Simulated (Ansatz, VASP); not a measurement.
# One calculation of Ag, two programs

INCAR

```
SYSTEM = Ag
PREC = Accurate ; ENCUT = 520
EDIFF = 1E-6 ; ISMEAR = -1
SIGMA = 0.05 ; LREAL = .FALSE.
LASPH = .TRUE. ; NELM = 80
ALGO = Normal ; ISIF = 2
LWAVE = .FALSE. ; LCHARG = .FALSE.
GGA = B5 ; ALDAX = 1.0
AGGAX = 1.0 ; AGGAC = 1.0
ALDAC = 0.0 ; IVDW = 12
VDW_S6 = 1.0 ; VDW_S8 = 2.6996
VDW_A1 = 0.4298 ; VDW_A2 = 4.2359
NBANDS = 12
```

The input KPOINTS:

```
Automatic mesh
0
G
  11 11 11
  0 0 0
```

Contents of POSCAR:

```
Ag
1.0
    0.0000000000      2.0562785400      2.0562785400
    2.0562785400      0.0000000000      2.0562785400
    2.0562785400      2.0562785400      0.0000000000
Ag
1
Direct
    0.0000000000      0.0000000000      0.0000000000
```

File input.yaml:

```yaml
crystal:
  lattice:
    - [0.0, 2.05627854, 2.05627854]
    - [2.05627854, 0.0, 2.05627854]
    - [2.05627854, 2.05627854, 0.0]
  atoms:
    - { symbol: Ag, position: [0.0, 0.0, 0.0] }
hamiltonian:
  xc: blyp
  pseudopotentials: { kind: paw }
  dispersion: d3bj
kpoints:
  mp_grid: { grid: [11, 11, 11] }
scf:
  occupations: { method: fermi_dirac, width: 0.05 }
output:
  forces: true
  stress: true
  eigenvalues: true
```

Alike in both runs: task single point; functional BLYP; dispersion D3(BJ); k mesh 11 × 11 × 11; occupations fermi-dirac, width 0.05 eV; no spin polarisation.

|  | VASP | Ansatz |
| --- | --- | --- |
| version | VASP 6.6.1 | Ansatz 0.2.0 |
| potentials or method | VASP PAW PBE potentials, release 64 (Ag) | Ansatz PAW |
| plane-wave cutoff (eV) | 520 | 420 |
| valence electrons in the cell | 11 | 19 |

Ansatz gave:

```
gap on the k mesh at the Fermi level (eV) : none
pressure (GPa)                            : -3.0
```

Estimate VASP's values.

gap on the k mesh at the Fermi level (eV): none; pressure (GPa): -2.8.

VASP's potentials were made for PBE, not for BLYP. A gap of «none» marks a metal or a gap that the smearing closes. VASP's potentials hold 11 valence electrons a cell and Ansatz's 19, so a difference there can come from the potentials and not from the codes.
